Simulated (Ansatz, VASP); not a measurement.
## One calculation of PbS, two programs

Contents of INCAR:

```
PREC     = Accurate       # precision mode
ENCUT    = 520            # plane-wave cutoff, eV
EDIFF    = 1E-6           # SCF threshold, eV
ISMEAR   = -1             # smearing method
SIGMA    = 0.03           # smearing width, eV
LREAL    = False          # projectors in reciprocal space
LASPH    = True           # aspherical terms in the spheres
NELM     = 80             # most SCF steps
ALGO     = Normal         # electronic algorithm
ISIF     = 2              # what is computed and relaxed
LWAVE    = False          # write WAVECAR
LCHARG   = False          # write CHGCAR
GGA      = PE             # functional
NBANDS   = 17             # bands
```

File KPOINTS:

```
Automatic mesh
0
Gamma
  11 11 11
```

Contents of POSCAR:

```
PbS
1.0
    0.0000000000      3.3496993885      3.3496993885
    3.3496993885      0.0000000000      3.3496993885
    3.3496993885      3.3496993885      0.0000000000
Pb S
1 1
Direct
    0.0000000000      0.0000000000      0.0000000000
    0.2500000000      0.2500000000      0.2500000000
```

Input for Ansatz:

```yaml
crystal:
  lattice:
    - [0.0, 3.3496993885, 3.3496993885]
    - [3.3496993885, 0.0, 3.3496993885]
    - [3.3496993885, 3.3496993885, 0.0]
  atoms:
    - { symbol: Pb, position: [0.0, 0.0, 0.0] }
    - { symbol: S, position: [0.25, 0.25, 0.25] }
kpoints:
  mp_grid: { grid: [11, 11, 11] }
scf:
  occupations: { method: fermi_dirac, width: 0.03 }
hamiltonian:
  xc: pbe
  pseudopotentials: { kind: all_electron, lapw: { basis_error: 0.001 } }
output:
  forces: true
  stress: true
  eigenvalues: true
```

Change from the starting cell: volume scaled by 1.025.

Alike in both runs: task single point; functional PBE; k mesh 11 × 11 × 11; occupations fermi-dirac, width 0.03 eV; no spin polarisation.

|  | VASP | Ansatz |
| --- | --- | --- |
| version | VASP 6.6.1 | Ansatz 0.2.0 |
| potentials or method | VASP PAW PBE potentials, release 64 (Pb_d, S), cutoff 520 eV | all-electron LAPW, scalar-relativistic |

|  | VASP | Ansatz | Ansatz less VASP |
| --- | --- | --- | --- |
| pressure (GPa) | -0.8 | -0.8 | +0.05 |

Ansatz ran all-electron here, and VASP with PAW potentials.

Neither program's run includes spin-orbit coupling.
